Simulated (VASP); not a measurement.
# W (Im-3m) in VASP: notebook

W is run at these levels: PBE; tasks: single point.

Everything below comes from runs of VASP 6.6.1. Logs are shortened: lines on timing, memory, paths and dates and some standing lists are left out, and cuts for length are marked.

### 1 The cell of the first run

The structure is cubic, space group Im-3m (No. 229). The conventional cell has a = 3.165 Å, b = 3.165 Å, c = 3.165 Å, α = 90.00°, β = 90.00°, γ = 90.00°. Within 3.6 Å of W (site symmetry m-3m) lie 14 W at 2.74 to 3.16 Å.

### 2 Single point, PBE, collinear spin, ferromagnetic start

Contents of INCAR:

```
ALGO = Normal ; EDIFF = 1E-6
ENCUT = 520 ; GGA = PE
ISIF = 2 ; ISMEAR = -1
ISPIN = 2 ; LASPH = T
LCHARG = T ; LELF = T
LMAXMIX = 4 ; LORBIT = 11
LREAL = F ; LVHAR = T
LWAVE = F ; MAGMOM = 0.2
NBANDS = 17 ; NELM = 150
NUPDOWN = 0.2 ; PREC = Accurate
SIGMA = 0.03
```

Contents of KPOINTS:

```
k-points
0
Gamma
  17 17 17
```

Contents of POSCAR:

```
W
1.0
   -1.5823450000      1.5823450000      1.5823450000
    1.5823450000     -1.5823450000      1.5823450000
    1.5823450000      1.5823450000     -1.5823450000
W
1
Direct
    0.0000000000      0.0000000000      0.0000000000
```

Potentials or basis: VASP PAW PBE potentials, release 64 (W_sv).

On the command line:

```
> cat potpaw_PBE.64/W_sv/POTCAR > POTCAR
> mpirun -np 1 vasp_std > vasp.out
```

OUTCAR:

```text
EDIFF = 1E-6
   ENCUT = 520
   GGA = PE
   ISIF = 2
   ISMEAR = -1
   ISPIN = 2
   LASPH = T
   LORBIT = 11
   LREAL = F
   NELM = 150
   NUPDOWN = 0.2
   PREC = Accurate

 ion  position               nearest neighbor table
   1  0.000  0.000  0.000-

  LATTYP: Found a body centered cubic cell.
 ALAT       =     3.1646900000

  Lattice vectors:

 A1 = (  -1.5823450000,   1.5823450000,   1.5823450000)
 A2 = (   1.5823450000,  -1.5823450000,   1.5823450000)
 A3 = (   1.5823450000,   1.5823450000,  -1.5823450000)

Analysis of symmetry for initial positions (statically):
=====================================================================
 Subroutine PRICEL returns:
 Original cell was already a primitive cell.

 Routine SETGRP: Setting up the symmetry group for a
 body centered cubic supercell.

 Subroutine GETGRP returns: Found 48 space group operations
 (whereof 48 operations were pure point group operations)
 out of a pool of 48 trial point group operations.

The static configuration has the point symmetry O_h .

Analysis of symmetry for dynamics (positions and initial velocities):
=====================================================================
 Subroutine PRICEL returns:
 Original cell was already a primitive cell.

 Routine SETGRP: Setting up the symmetry group for a
 body centered cubic supercell.

 Subroutine GETGRP returns: Found 48 space group operations
 (whereof 48 operations were pure point group operations)
 out of a pool of 48 trial point group operations.

The dynamic configuration has the point symmetry O_h .

Analysis of structural, dynamic, and magnetic symmetry:
=====================================================================
 Subroutine PRICEL returns:
 Original cell was already a primitive cell.

 Routine SETGRP: Setting up the symmetry group for a
 body centered cubic supercell.

 Subroutine GETGRP returns: Found 48 space group operations
 (whereof 48 operations were pure point group operations)
 out of a pool of 48 trial point group operations.

The overall configuration has the point symmetry O_h .

 Subroutine INISYM returns: Found 48 space group operations
 (whereof 48 operations are pure point group operations),
 and found     1 'primitive' translations

----------------------------------------------------------------------------------------

                                     Primitive cell

  volume of cell :      15.8476

  direct lattice vectors                    reciprocal lattice vectors
    -1.582345000  1.582345000  1.582345000     0.000000000  0.315986716  0.315986716
     1.582345000 -1.582345000  1.582345000     0.315986716  0.000000000  0.315986716
     1.582345000  1.582345000 -1.582345000     0.315986716  0.315986716  0.000000000

  length of vectors
     2.740701935  2.740701935  2.740701935     0.446872699  0.446872699  0.446872699

  position of ions in fractional coordinates (direct lattice)
     0.000000000  0.000000000  0.000000000

  ion indices of the primitive-cell ions
   primitive index   ion index
                 1           1

----------------------------------------------------------------------------------------

 KPOINTS: k-points

Automatic generation of k-mesh.
 Grid dimensions read from file:
 generate k-points for:   17   17   17

 Generating k-lattice:

  Cartesian coordinates                     Fractional coordinates (reciprocal lattice)
     0.000000000  0.018587454  0.018587454     0.058823529  0.000000000  0.000000000
     0.018587454  0.000000000  0.018587454     0.000000000  0.058823529  0.000000000
     0.018587454  0.018587454  0.000000000     0.000000000  0.000000000  0.058823529

  Length of vectors
     0.026286629  0.026286629  0.026286629

  Shift w.r.t. Gamma in fractional coordinates (k-lattice)
     0.000000000  0.000000000  0.000000000

 Subroutine IBZKPT returns following result:
 ===========================================

 Found    165 irreducible k-points:

 Following reciprocal coordinates:
            Coordinates               Weight
  0.000000  0.000000  0.000000      1.000000
  0.058824  0.000000  0.000000     12.000000
  0.117647  0.000000  0.000000     12.000000
  0.176471  0.000000  0.000000     12.000000
  0.235294  0.000000  0.000000     12.000000
  0.294118  0.000000  0.000000     12.000000
[... 16 lines left out ...]
  0.411765  0.117647  0.000000     48.000000
  0.176471  0.176471  0.000000     24.000000
 [... further k-points ...]
   k-points           NKPTS =    165   k-points in BZ     NKDIM =    165   number of bands    NBANDS=     17
   number of dos      NEDOS =    301   number of ions     NIONS =      1
   total plane-waves  NPLWV =   8000
   dimension x,y,z NGX =    20 NGY =   20 NGZ =   20
   dimension x,y,z NGXF=    40 NGYF=   40 NGZF=   40
   ions per type =               1
   NGX,Y,Z   is equivalent  to a cutoff of  12.13, 12.13, 12.13 a.u.
   NGXF,Y,Z  is equivalent  to a cutoff of  24.26, 24.26, 24.26 a.u.
 SYSTEM =  unknown system
   PREC   = accura    normal or accurate (medium, high low for compatibility)
   ISTART =      0    job   : 0-new  1-cont  2-samecut
   ICHARG =      2    charge: 1-file 2-atom 10-const
   ISPIN  =      2    spin polarized calculation?
   LNONCOLLINEAR =      F non collinear calculations
   LSORBIT =      F    spin-orbit coupling
   LASPH  =      T    aspherical Exc in radial PAW
   ENCUT  =  520.0 eV  38.22 Ry    6.18 a.u.   5.10  5.10  5.10*2*pi/ulx,y,z
   NELM   =    150;   NELMIN=  2; NELMDL= -5     # of ELM steps
   EDIFF  = 0.1E-05   stopping-criterion for ELM
   LREAL  =      F    real-space projection
   EDIFFG = 0.1E-04   stopping-criterion for IOM
   NSW    =      0    number of steps for IOM
   IBRION =     -1    ionic relax: 0-MD 1-quasi-New 2-CG
   NFREE  =      0    steps in history (QN), initial steepest desc. (CG)
   ISIF   =      2    stress and relaxation
   ISYM   =      2    0-nonsym 1-usesym 2-fastsym
   POTIM  = 0.5000    time-step for ionic-motion
   TEBEG  =    0.0;   TEEND  =   0.0 temperature during run
   PSTRESS=    0.0 pullay stress
   NELECT =      14.0000    total number of electrons
   NUPDOWN=       0.2000    fix difference up-down
   EMIN   =  10.00;   EMAX   =-10.00  energy-range for DOS
   EFERMI =   0.00;   METHOD = LEGACY
   ISMEAR =    -1;   SIGMA  =   0.03  broadening in eV -4-tet -1-fermi 0-gaus
   EFERMI_NEDOS =   21; number of points for ismear=-14 and -15
   IALGO  =     38    algorithm
   IMIX   =      4    mixing-type and parameters
     AMIX     =   0.40;   BMIX     =  1.00
     AMIX_MAG =   1.60;   BMIX_MAG =  1.00
  volume/ion in A,a.u.               =      15.85       106.94
  Fermi-wavevector in a.u.,A,eV,Ry     =   1.570832  2.968442 33.572544  2.467512
  Thomas-Fermi vector in A             =   2.672506
   LORBIT       =     11    0 simple, 1 ext, 2 COOP (PROOUT), +10 PAW based schemes
   GGA     = PE    functional components
   LHFCALC =     F    Hartree Fock is set to
   AEXX    =    0.0000 exact exchange contribution
   IVDW    =     0    specifies the selected vdW correction
   LEPSILON=     F    determine dielectric tensor
   LRPA    =     F    only Hartree local field effects (RPA)
 spin polarized calculation
  energy-cutoff  :      520.00
  volume of cell :       15.85
 maximum number of plane-waves:       438
   NGX = 11   NGY = 11   NGZ = 11

 number of electron      14.0000004 magnetization       0.2000000

 Free energy of the ion-electron system (eV)
  ---------------------------------------------------
  ext. energy  EPLUGINS =         0.00000000
  ---------------------------------------------------
  free energy    TOTEN  =       -12.91077290 eV

  energy without entropy =      -12.90904125  energy(sigma->0) =      -12.90990707

 E-fermi :  10.9335     XC(G=0): -13.6399

 val. band max:       11.7750488808   @ k =  -0.3529   0.3529   0.2941
 cond. band min:      10.9377548137   @ k =   0.1176   0.0000   0.0000
 fundamental gap:     -0.8372940671
 Fermi energy:        11.7814183552

 spin component 1

 k-point     1 :       0.0000    0.0000    0.0000
  band No.  band energies     occupation
      1     -62.7549      1.00000
      2     -26.3262      1.00000
      3     -26.3262      1.00000
      4     -26.3262      1.00000
      5       1.7445      1.00000
      6      10.1532      1.00000
[... 9 lines left out ...]
     16      41.2166      0.00000
     17      41.2166      0.00000

 k-point     2 :       0.0588    0.0000    0.0000
  band No.  band energies     occupation
      1     -62.7503      1.00000
      2     -26.3735      1.00000
      3     -26.3410      1.00000
      4     -26.3265      1.00000
      5       1.9127      1.00000
      6      10.0504      1.00000
[... 9 lines left out ...]
     16      41.0758      0.00000
     17      41.1986      0.00000

 k-point     3 :       0.1176    0.0000    0.0000
  band No.  band energies     occupation
      1     -62.7374      1.00000
      2     -26.5074      1.00000
      3     -26.3829      1.00000
      4     -26.3271      1.00000
      5       2.3958      1.00000
      6       9.7694      1.00000
[... 9 lines left out ...]
     16      40.4772      0.00000
     17      41.3174      0.00000

 k-point     4 :       0.1765    0.0000    0.0000
  band No.  band energies     occupation
      1     -62.7177      1.00000
      2     -26.7060      1.00000
      3     -26.4460      1.00000
      4     -26.3282      1.00000
      5       3.1247      1.00000
      6       9.3757      1.00000
[... 9 lines left out ...]
     16      39.0295      0.00000
     17      41.3567      0.00000
[... 343 lines left out ...]
      1     -62.6252      1.00000
      2     -27.4895      1.00000
      3     -26.7647      1.00000
      4     -26.3953      1.00000
      5       5.6073      1.00000
      6       8.0458      1.00000
[... 9 lines left out ...]
     16      38.4169      0.00000
     17      40.7646      0.00000

 k-point    23 :       0.4118    0.1176    0.0000
  band No.  band energies     occupation
      1     -62.6168      1.00000
      2     -27.5553      1.00000
      3     -26.7991      1.00000
      4     -26.3965      1.00000
      5       5.5835      1.00000
      6       7.9417      1.00000
[... 9 lines left out ...]
     16      38.8514      0.00000
     17      41.3882      0.00000

 k-point    24 :       0.1765    0.1765    0.0000
  band No.  band energies     occupation
      1     -62.6637      1.00000
      2     -27.1606      1.00000
      3     -26.6048      1.00000
      4     -26.4126      1.00000
      5       5.1732      1.00000
      6       8.6461      1.00000
[... 9 lines left out ...]
     16      39.5737      0.00000
     17      40.3407      0.00000

 [... further k-points ...]

 spin component 2

 k-point     1 :       0.0000    0.0000    0.0000
  band No.  band energies     occupation
      1     -62.6886      1.00000
      2     -26.2429      1.00000
      3     -26.2429      1.00000
      4     -26.2429      1.00000
      5       1.8727      1.00000
      6      10.2964      1.00000
[... 9 lines left out ...]
     16      41.3322      0.00000
     17      41.3322      0.00000

 k-point     2 :       0.0588    0.0000    0.0000
  band No.  band energies     occupation
      1     -62.6841      1.00000
      2     -26.2900      1.00000
      3     -26.2576      1.00000
      4     -26.2432      1.00000
      5       2.0407      1.00000
      6      10.1936      1.00000
[... 9 lines left out ...]
     16      41.1921      0.00000
     17      41.3126      0.00000

 k-point     3 :       0.1176    0.0000    0.0000
  band No.  band energies     occupation
      1     -62.6713      1.00000
      2     -26.4232      1.00000
      3     -26.2993      1.00000
      4     -26.2438      1.00000
      5       2.5234      1.00000
      6       9.9125      1.00000
[... 9 lines left out ...]
     16      40.5973      0.00000
     17      41.4296      0.00000

 k-point     4 :       0.1765    0.0000    0.0000
  band No.  band energies     occupation
      1     -62.6517      1.00000
      2     -26.6209      1.00000
      3     -26.3621      1.00000
      4     -26.2449      1.00000
      5       3.2520      1.00000
      6       9.5186      1.00000
[... 9 lines left out ...]
     16      39.1579      0.00000
     17      41.4723      0.00000
[... 343 lines left out ...]
      1     -62.5596      1.00000
      2     -27.4010      1.00000
      3     -26.6793      1.00000
      4     -26.3118      1.00000
      5       5.7360      1.00000
      6       8.1863      1.00000
[... 9 lines left out ...]
     16      38.5448      0.00000
     17      40.8835      0.00000

 k-point    23 :       0.4118    0.1176    0.0000
  band No.  band energies     occupation
      1     -62.5512      1.00000
      2     -27.4665      1.00000
      3     -26.7134      1.00000
      4     -26.3130      1.00000
      5       5.7120      1.00000
      6       8.0826      1.00000
[... 9 lines left out ...]
     16      38.9771      0.00000
     17      41.5169      0.00000

 k-point    24 :       0.1765    0.1765    0.0000
  band No.  band energies     occupation
      1     -62.5979      1.00000
      2     -27.0734      1.00000
      3     -26.5202      1.00000
      4     -26.3290      1.00000
      5       5.3008      1.00000
      6       8.7744      1.00000
[... 9 lines left out ...]
     16      39.7051      0.00000
     17      40.4753      0.00000

 [... further k-points ...]

------------------------ aborting loop because EDIFF is reached ----------------------------------------

  FORCE on cell =-STRESS in cart. coord.  units (eV):
  Direction    XX          YY          ZZ          XY          YZ          ZX
  --------------------------------------------------------------------------------------
  -------------------------------------------------------------------------------------
  Total        0.6198198      0.6198198      0.6198198      0.0000000      0.0000000     -0.0000000
  in kB       62.6631924     62.6631924     62.6631924      0.0000000      0.0000000     -0.0000000
  external PRESSURE =      62.6631924 kB  Pullay stress =       0.0000000 kB

 VOLUME and BASIS-vectors are now :
 -----------------------------------------------------------------------------
  energy-cutoff  :      520.00
  volume of cell :       15.85
      direct lattice vectors                 reciprocal lattice vectors
    -1.582345000  1.582345000  1.582345000     0.000000000  0.315986716  0.315986716
     1.582345000 -1.582345000  1.582345000     0.315986716  0.000000000  0.315986716
     1.582345000  1.582345000 -1.582345000     0.315986716  0.315986716  0.000000000

 POSITION                                       TOTAL-FORCE (eV/Angst)
 -----------------------------------------------------------------------------------
      0.00000      0.00000      0.00000        -0.000000      0.000000      0.000000
 -----------------------------------------------------------------------------------
    total drift:                                0.000000     -0.000000     -0.000000

  FREE ENERGIE OF THE ION-ELECTRON SYSTEM (eV)
  ---------------------------------------------------
  free  energy   TOTEN  =       -12.9107728966 eV

  energy  without entropy=      -12.9090412477  energy(sigma->0) =      -12.90990707

 total charge

# of ion       s       p       d       tot
------------------------------------------
    1        2.403   6.338   3.360  12.101

 magnetization (x)

# of ion       s       p       d       tot
------------------------------------------
    1        0.004   0.020   0.127   0.152
```

Run time: 97 s. Hardware: 1 thread of Intel Xeon 8259CL, shared host; peak memory 0.18 GiB.

Results:

```yaml
Free_energy: -12.9108 eV
Pressure: 6.3 GPa
Net_moment: 0.20 μB per cell
Site_moments: W +0.15 μB
Valence_electrons_inside_the_program's_atomic_spheres: W 12.10
```

Caveat: spin-orbit coupling is left out, which moves the levels of the heavy elements; the total moment is fixed, so each spin has its own Fermi level.

### 3 Single point, PBE, collinear spin, ferromagnetic start

Contents of INCAR:

```
SYSTEM = W
  PREC = Accurate
  ENCUT = 520
  EDIFF = 1E-6
  ISMEAR = -1
  SIGMA = 0.03
  LREAL = .FALSE.
  LASPH = .TRUE.
  NELM = 150
  ALGO = Normal
  ISIF = 2
  LWAVE = .FALSE.
  LCHARG = .FALSE.
  ISPIN = 2
  MAGMOM = 0.4
  LORBIT = 11
  NUPDOWN = 0.4
  LMAXMIX = 4
  GGA = PE
  NBANDS = 17
```

Contents of KPOINTS:

```
Automatic mesh
0
G
  17 17 17
  0 0 0
```

POSCAR is that of step 2.

Potentials or basis: VASP PAW PBE potentials, release 64 (W_sv).

On the command line:

```
> cat potpaw_PBE.64/W_sv/POTCAR > POTCAR
> mpirun -np 1 vasp_std > vasp.out
```

Wall time 80 s (1 thread of Intel Xeon 8259CL, shared host); peak memory 0.18 GiB.

Results (log left out):

```yaml
Free_energy: -12.7966 eV
Pressure: 6.5 GPa
Net_moment: 0.40 μB per cell
Site_moments: W +0.30 μB
Valence_electrons_inside_the_program's_atomic_spheres: W 12.11
```

Caveat: spin-orbit coupling is left out, which moves the levels of the heavy elements; the total moment is fixed, so each spin has its own Fermi level.
